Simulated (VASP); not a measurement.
# YSb in VASP: single point with PBEsol

Aim: the single point of YSb with PBEsol.

Program: VASP 6.6.1. These are calculated values, not measurements. Logs are shortened: lines on timing, memory, paths and dates and some standing lists are left out, and cuts for length are marked.

## 1. The cell of the first run

The cell holds a slab with vacuum, 4 atoms: a = 4.377 Å, b = 4.377 Å, c = 21.361 Å, α = 90.00°, β = 90.00°, γ = 60.00°.

## 2. Single point, PBEsol

Contents of INCAR:

```
PREC = Accurate ; ENCUT = 520
EDIFF = 1E-7 ; ISMEAR = -1
SIGMA = 0.1 ; LREAL = F
LASPH = T ; NELM = 100
ALGO = Normal ; ISIF = 2
LWAVE = F ; LCHARG = F
LDIPOL = T ; IDIPOL = 3
DIPOL = 0.5 0.5 0.500 ; GGA = PS
NBANDS = 24
```

Contents of KPOINTS:

```
regular mesh
0
Gamma
  5 5 1
```

Contents of POSCAR:

```
YSb
1.0
    4.3769909755      0.0000000000      0.0000000000
    2.1884954878      3.7905853770      0.0000000000
    0.0000000000      0.0000000000     21.3606972494
Y Sb
2 2
Direct
    0.6666666667      0.6666666667      0.4581732033
    0.0000000000      0.0000000000      0.6254803901
    0.0000000000      0.0000000000      0.3745196099
    0.3333333333      0.3333333333      0.5418267967
```

Potentials or basis: VASP PAW PBE potentials, release 64 (Y_sv, Sb).

On the command line:

```
$ cat potpaw_PBE.64/Y_sv/POTCAR potpaw_PBE.64/Sb/POTCAR > POTCAR
$ mpirun -np 1 vasp_std > vasp.out
```

OUTCAR:

```text
PREC = Accurate
   ENCUT = 520
   EDIFF = 1E-7
   ISMEAR = -1
   LREAL = F
   LASPH = T
   NELM = 100
   ISIF = 2
   GGA = PS

 ion  position               nearest neighbor table
   1  0.667  0.667  0.458-   4 3.09   3 3.09   4 3.09   3 3.09   3 3.09   4 3.10
   2  0.000  0.000  0.625-   4 3.09   4 3.09   4 3.09
   3  0.000  0.000  0.375-   1 3.09   1 3.09   1 3.09
   4  0.333  0.333  0.542-   1 3.09   2 3.09   1 3.09   2 3.09   2 3.09   1 3.10

  LATTYP: Found a hexagonal cell.
 ALAT       =     4.3769909756
 C/A-ratio  =     4.8802241925

  Lattice vectors:

 A1 = (  -2.1884954878,  -3.7905853770,   0.0000000000)
 A2 = (   4.3769909755,   0.0000000000,   0.0000000000)
 A3 = (   0.0000000000,   0.0000000000,  21.3606972494)

Analysis of symmetry for initial positions (statically):
=====================================================================
 Subroutine PRICEL returns:
 Original cell was already a primitive cell.

 Routine SETGRP: Setting up the symmetry group for a
 hexagonal supercell.

 Subroutine GETGRP returns: Found  6 space group operations
 (whereof  6 operations were pure point group operations)
 out of a pool of 24 trial point group operations.

The static configuration has the point symmetry C_3v.

Analysis of symmetry for dynamics (positions and initial velocities):
=====================================================================
 Subroutine PRICEL returns:
 Original cell was already a primitive cell.

 Routine SETGRP: Setting up the symmetry group for a
 hexagonal supercell.

 Subroutine GETGRP returns: Found  6 space group operations
 (whereof  6 operations were pure point group operations)
 out of a pool of 24 trial point group operations.

The dynamic configuration has the point symmetry C_3v.

 Subroutine INISYM returns: Found  6 space group operations
 (whereof  6 operations are pure point group operations),
 and found     1 'primitive' translations

----------------------------------------------------------------------------------------

                                     Primitive cell

  volume of cell :     354.4030

  direct lattice vectors                    reciprocal lattice vectors
     4.376990976  0.000000000  0.000000000     0.228467458 -0.131905748  0.000000000
     2.188495488  3.790585377  0.000000000     0.000000000  0.263811496  0.000000000
     0.000000000  0.000000000 21.360697249     0.000000000  0.000000000  0.046814951

  length of vectors
     4.376990976  4.376990976 21.360697249     0.263811496  0.263811496  0.046814951

  position of ions in fractional coordinates (direct lattice)
     0.666666667  0.666666667  0.458173203
     0.000000000  0.000000000  0.625480390
     0.000000000  0.000000000  0.374519610
     0.333333333  0.333333333  0.541826797

  ion indices of the primitive-cell ions
   primitive index   ion index
                 1           1
                 2           2
                 3           3
                 4           4

----------------------------------------------------------------------------------------

 KPOINTS: regular mesh

Automatic generation of k-mesh.
 Grid dimensions read from file:
 generate k-points for:    5    5    1

 Generating k-lattice:

  Cartesian coordinates                     Fractional coordinates (reciprocal lattice)
     0.045693492 -0.026381150  0.000000000     0.200000000  0.000000000  0.000000000
     0.000000000  0.052762299  0.000000000     0.000000000  0.200000000  0.000000000
     0.000000000  0.000000000  0.046814951     0.000000000  0.000000000  1.000000000

  Length of vectors
     0.052762299  0.052762299  0.046814951

  Shift w.r.t. Gamma in fractional coordinates (k-lattice)
     0.000000000  0.000000000  0.000000000

 Subroutine IBZKPT returns following result:
 ===========================================

 Found      5 irreducible k-points:

 Following reciprocal coordinates:
            Coordinates               Weight
  0.000000  0.000000  0.000000      1.000000
  0.200000  0.000000  0.000000      6.000000
  0.400000  0.000000  0.000000      6.000000
  0.400000  0.200000  0.000000      6.000000
 -0.400000  0.200000  0.000000      6.000000
   k-points           NKPTS =      5   k-points in BZ     NKDIM =      5   number of bands    NBANDS=     24
   number of dos      NEDOS =    301   number of ions     NIONS =      4
   total plane-waves  NPLWV = 207360
   dimension x,y,z NGX =    36 NGY =   36 NGZ =  160
   dimension x,y,z NGXF=    72 NGYF=   72 NGZF=  320
   ions per type =               2   2
   NGX,Y,Z   is equivalent  to a cutoff of  13.67, 13.67, 12.45 a.u.
   NGXF,Y,Z  is equivalent  to a cutoff of  27.35, 27.35, 24.90 a.u.
 SYSTEM =  unknown system
   PREC   = accura    normal or accurate (medium, high low for compatibility)
   ISTART =      0    job   : 0-new  1-cont  2-samecut
   ICHARG =      2    charge: 1-file 2-atom 10-const
   ISPIN  =      1    spin polarized calculation?
   LNONCOLLINEAR =      F non collinear calculations
   LSORBIT =      F    spin-orbit coupling
   LASPH  =      T    aspherical Exc in radial PAW
   ENCUT  =  520.0 eV  38.22 Ry    6.18 a.u.   8.14  8.14 39.72*2*pi/ulx,y,z
   NELM   =    100;   NELMIN=  2; NELMDL= -5     # of ELM steps
   EDIFF  = 0.1E-06   stopping-criterion for ELM
   LREAL  =      F    real-space projection
   EDIFFG = 0.1E-05   stopping-criterion for IOM
   NSW    =      0    number of steps for IOM
   IBRION =     -1    ionic relax: 0-MD 1-quasi-New 2-CG
   NFREE  =      0    steps in history (QN), initial steepest desc. (CG)
   ISIF   =      2    stress and relaxation
   ISYM   =      2    0-nonsym 1-usesym 2-fastsym
   POTIM  = 0.5000    time-step for ionic-motion
   TEBEG  =    0.0;   TEEND  =   0.0 temperature during run
   PSTRESS=    0.0 pullay stress
   NELECT =      32.0000    total number of electrons
   NUPDOWN=      -1.0000    fix difference up-down
   EMIN   =  10.00;   EMAX   =-10.00  energy-range for DOS
   EFERMI =   0.00;   METHOD = LEGACY
   ISMEAR =    -1;   SIGMA  =   0.10  broadening in eV -4-tet -1-fermi 0-gaus
   EFERMI_NEDOS =   21; number of points for ismear=-14 and -15
   IALGO  =     38    algorithm
   IMIX   =      4    mixing-type and parameters
     AMIX     =   0.40;   BMIX     =  1.00
     AMIX_MAG =   1.60;   BMIX_MAG =  1.00
  volume/ion in A,a.u.               =      88.60       597.91
  Fermi-wavevector in a.u.,A,eV,Ry     =   0.734445  1.387899  7.339103  0.539409
  Thomas-Fermi vector in A             =   1.827399
   LORBIT       =      0    0 simple, 1 ext, 2 COOP (PROOUT), +10 PAW based schemes
   GGA     = PS    functional components
   LHFCALC =     F    Hartree Fock is set to
   AEXX    =    0.0000 exact exchange contribution
   IVDW    =     0    specifies the selected vdW correction
   LEPSILON=     F    determine dielectric tensor
   LRPA    =     F    only Hartree local field effects (RPA)
 non-spin polarized calculation
  energy-cutoff  :      520.00
  volume of cell :      354.40
 maximum number of plane-waves:      9560
 NGX is ok and might be reduce to    36
   NGX = 17   NGY = 17   NGZ = 79

 dipolmoment           0.000000      0.000000      0.045698 electrons x Angstroem

 number of electron      32.0000001 magnetization

 dipolmoment           0.000000      0.000000     -0.181964 electrons x Angstroem

 Free energy of the ion-electron system (eV)
  ---------------------------------------------------
  ext. energy  EPLUGINS =         0.00000000
  ---------------------------------------------------
  free energy    TOTEN  =       -23.57971415 eV

  energy without entropy =      -23.39005306  energy(sigma->0) =      -23.48488361

 E-fermi :  -1.0982     XC(G=0):  -4.2384

 val. band max:       -1.1158665029   @ k =   0.4000   0.0000   0.0000
 cond. band min:      -1.0464198285   @ k =   0.0000   0.0000   0.0000
 fundamental gap:      0.0694466744
 Fermi energy:        -1.0981770497

 k-point     1 :       0.0000    0.0000    0.0000
  band No.  band energies     occupation
      1     -45.0669      2.00000
      2     -43.6053      2.00000
      3     -25.1202      2.00000
      4     -24.9576      2.00000
      5     -24.9576      2.00000
      6     -23.6638      2.00000
[... 16 lines left out ...]
     23       1.3993      0.00000
     24       1.3993      0.00000

 k-point     2 :       0.2000    0.0000    0.0000
  band No.  band energies     occupation
      1     -45.0660      2.00000
      2     -43.6041      2.00000
      3     -25.1164      2.00000
      4     -24.9780      2.00000
      5     -24.9624      2.00000
      6     -23.6573      2.00000
[... 16 lines left out ...]
     23       1.6935      0.00000
     24       2.0148      0.00000

 k-point     3 :       0.4000    0.0000    0.0000
  band No.  band energies     occupation
      1     -45.0644      2.00000
      2     -43.6021      2.00000
      3     -25.1102      2.00000
      4     -25.0109      2.00000
      5     -24.9701      2.00000
      6     -23.6678      2.00000
[... 16 lines left out ...]
     23       1.7700      0.00000
     24       2.2934      0.00000

 k-point     4 :       0.4000    0.2000    0.0000
  band No.  band energies     occupation
      1     -45.0647      2.00000
      2     -43.6025      2.00000
      3     -25.1114      2.00000
      4     -24.9994      2.00000
      5     -24.9739      2.00000
      6     -23.6517      2.00000
[... 16 lines left out ...]
     23       1.7512      0.00000
     24       2.0933      0.00000

 k-point     5 :      -0.4000    0.2000    0.0000
  band No.  band energies     occupation
      1     -45.0639      2.00000
      2     -43.6015      2.00000
      3     -25.1082      2.00000
      4     -25.0099      2.00000
      5     -24.9838      2.00000
      6     -23.6650      2.00000
[... 16 lines left out ...]
     23       1.7980      0.00000
     24       2.1453      0.00000

------------------------ aborting loop because EDIFF is reached ----------------------------------------

 vacuum level on the upper side and lower side of the slab       (xc-potential included)        -1.123         0.832

  FORCE on cell =-STRESS in cart. coord.  units (eV):
  Direction    XX          YY          ZZ          XY          YZ          ZX
  --------------------------------------------------------------------------------------
  -------------------------------------------------------------------------------------
  Total       -4.1153111     -4.1153111     -1.8716250     -0.0000000     -0.0000000     -0.0000000
  in kB      -18.6044097    -18.6044097     -8.4612017     -0.0000000     -0.0000000     -0.0000000
  external PRESSURE =     -15.2233403 kB  Pullay stress =       0.0000000 kB

 VOLUME and BASIS-vectors are now :
 -----------------------------------------------------------------------------
  energy-cutoff  :      520.00
  volume of cell :      354.40
      direct lattice vectors                 reciprocal lattice vectors
     4.376990976  0.000000000  0.000000000     0.228467458 -0.131905748  0.000000000
     2.188495488  3.790585377  0.000000000     0.000000000  0.263811496  0.000000000
     0.000000000  0.000000000 21.360697249     0.000000000  0.000000000  0.046814951

 POSITION                                       TOTAL-FORCE (eV/Angst)
 -----------------------------------------------------------------------------------
      4.37699      2.52706      9.78690         0.000000      0.000000     -0.267958
      0.00000      0.00000     13.36070        -0.000000     -0.000000     -0.793020
      0.00000      0.00000      8.00000        -0.000000     -0.000000      0.261451
      2.18850      1.26353     11.57380         0.000000     -0.000000      0.799527
 -----------------------------------------------------------------------------------
    total drift:                               -0.000000     -0.000000      0.000050

  FREE ENERGIE OF THE ION-ELECTRON SYSTEM (eV)
  ---------------------------------------------------
  free  energy   TOTEN  =       -23.5797141518 eV

  energy  without entropy=      -23.3900530598  energy(sigma->0) =      -23.48488361

 vacuum level on the upper side and lower side of the slab         2.115         4.127
```

Wall time 3.7 min (1 thread of Intel Xeon Platinum 8259CL at 2.50GHz (Skylake/Cascade Lake), shared host); peak memory 0.5 GiB.

What came out:

| Item | Value |
| --- | --- |
| Free energy | -23.5797 eV |
| Largest force | 0.800 eV/Å |
| Band gap on the k mesh | zero (band 16 reaches -0.80 eV, above the bottom of band 17 at -1.22 eV) |

Forces in eV/Å, atoms in the order of the input:
```
Y    0.000  0.000 -0.268
Y    0.000  0.000 -0.793
Sb   0.000  0.000  0.261
Sb   0.000  0.000  0.800
```

Caveat: the PAW data sets were made with another functional, which shifts forces and pressure a little; spin-orbit coupling is left out, which moves the levels of the heavy elements.
